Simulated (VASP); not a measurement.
NiO: electric field gradients with PBE

The system is NiO.

```
Ni O
1.0
    -2.08238   -2.08238    4.18307
    -4.18307   -2.08238    2.08238
    -2.08238   -4.18307    2.08238
Ni O
2 2
Direct
  0.00000 0.00000 0.00000
  0.50000 0.50000 0.50000
  0.25000 0.25000 0.25000
  0.75000 0.75000 0.75000
```

| Property | Result |
| --- | --- |
| Program | VASP 6.6.1 |
| Task | electric field gradients |
| Functional | PBE |
| Potentials or basis | VASP PAW PBE potentials, release 64 (Ni, O) |
| Cutoff | 520 eV |
| k mesh | 10 × 10 × 10 |
| Occupations | gaussian, width 0.05 eV |
| Spin | collinear spin, antiferromagnetic start |
| Starting moments | [1.51, -1.51, 0.0, 0.0] μB |
| Dipole correction | no |
| Further INCAR settings | ALGO = Normal; EDIFF = 1e-08; NBANDS = 28 |

```yaml
Pressure: -0.1 GPa
Band_gap_on_the_k_mesh: 0.93 eV
Net_moment: 0.00 μB per cell
Site_moments: Ni +1.35, -1.35; O +0.00 μB
Valence_electrons_inside_the_program's_atomic_spheres: Ni 8.98; O 4.97
```

Levels at points of the mesh, in eV from the valence-band top:
Spin up:
| k point | band 12 | band 13 | band 14 | band 15 | band 16 | band 17 | band 18 | band 19 | band 20 | band 21 |
| --- | --- | --- | --- | --- | --- | --- | --- | --- | --- | --- |
| (0.00, 0.00, 0.00) | -1.50 | -1.50 | -0.58 | -0.58 | -0.30 | 2.05 | 2.05 | 2.17 | 6.15 | 10.70 |
| (0.50, 0.00, 0.00) | -0.92 | -0.50 | -0.31 | -0.28 | -0.12 | 1.51 | 1.52 | 8.04 | 8.19 | 10.40 |
| (0.50, 0.50, 0.00) | -0.91 | -0.80 | -0.40 | -0.25 | -0.14 | 2.10 | 2.16 | 6.21 | 6.83 | 10.60 |
| (0.50, 0.50, 0.50) | -0.78 | -0.78 | -0.63 | -0.08 | -0.08 | 1.53 | 1.53 | 4.83 | 4.96 | 12.80 |
Spin down:
```csv
k point,band 14,band 15,band 16,band 17,band 18,band 19
"(0.00, 0.00, 0.00)",-0.58,-0.58,-0.29,2.05,2.05,2.17
"(0.50, 0.00, 0.00)",-0.31,-0.28,-0.12,1.51,1.53,8.04
"(0.50, 0.50, 0.00)",-0.40,-0.25,-0.13,2.10,2.16,6.21
"(0.50, 0.50, 0.50)",-0.63,-0.08,-0.08,1.53,1.53,4.83
```

Electric field gradients, principal values (V/Å²):
| atom | least | middle | greatest (by size) |
| --- | --- | --- | --- |
| 1 Ni | -0.399 | -0.399 | 0.798 |
| 2 Ni | -0.398 | -0.398 | 0.797 |
| 3 O | 2.158 | 2.158 | -4.315 |
| 4 O | 2.158 | 2.158 | -4.315 |

It took 11 min on 1 thread of Intel(R) Xeon(R) Platinum 8375C CPU @ 2.90GHz (Ice Lake), on a shared host, peak memory 0.4 GiB.

Caveat: without QUAD_EFG the Cq values of the log hold for a quadrupole moment of 1 mb, not for the nuclei. A k mesh can miss the band edges.
